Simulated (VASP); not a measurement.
A run of VASP 6.6.1 is set up as follows.

File INCAR:

```
SYSTEM = SnO2
PREC = Accurate
ENCUT = 520
EDIFF = 1E-8
ISMEAR = 0
SIGMA = 0.01
LREAL = .FALSE.
LASPH = .TRUE.
NELM = 100
ALGO = Normal
ISIF = 2
LWAVE = .FALSE.
LCHARG = .FALSE.
METAGGA = R2SCAN
LMIXTAU = .TRUE.
LCALCEPS = .TRUE.
```

Contents of KPOINTS:

```
Automatic mesh
0
G
  4 4 6
  0 0 0
```

Contents of POSCAR:

```
SnO2
1.0
    4.7129679872      0.0000000000      0.0000000000
    0.0000000000      4.7129679872      0.0000000000
    0.0000000000      0.0000000000      3.1680794684
Sn O
2 4
Direct
    0.0000000000      0.0000000000      0.0000000000
    0.5000000000      0.5000000000      0.5000000000
    0.3052457883      0.3052457883      0.0000000000
    0.1947542117      0.8052457883      0.5000000000
    0.8052457883      0.1947542117      0.5000000000
    0.6947542117      0.6947542117      0.0000000000
```

Potentials or basis: VASP PAW PBE potentials, release 64 (Sn_d, O).

Launch:

```sh
$ cat potpaw_PBE.64/Sn_d/POTCAR potpaw_PBE.64/O/POTCAR > POTCAR
$ mpirun -np 1 vasp_std > vasp.out
```

What does it give for the electronic dielectric tensor (diagonal)?

3.75, 3.75, 4.07.

What does it give for the Born charges (mean of the diagonal)?

Sn +4.18; O -2.09 e.

What does it give for the band gap on the k mesh?

2.15 eV.

Dipole moments of the cell (e·Å, modulo the quantum): ionic -32.991, -32.991, -41.185; electronic 4.713, 4.713, -3.156

Caveat: the cell differs from its parent crystal (strain -1.0%); the structure was generated, so it needn't be the stable form of SnO2; spin-orbit coupling is left out, which moves the levels of the heavy elements.
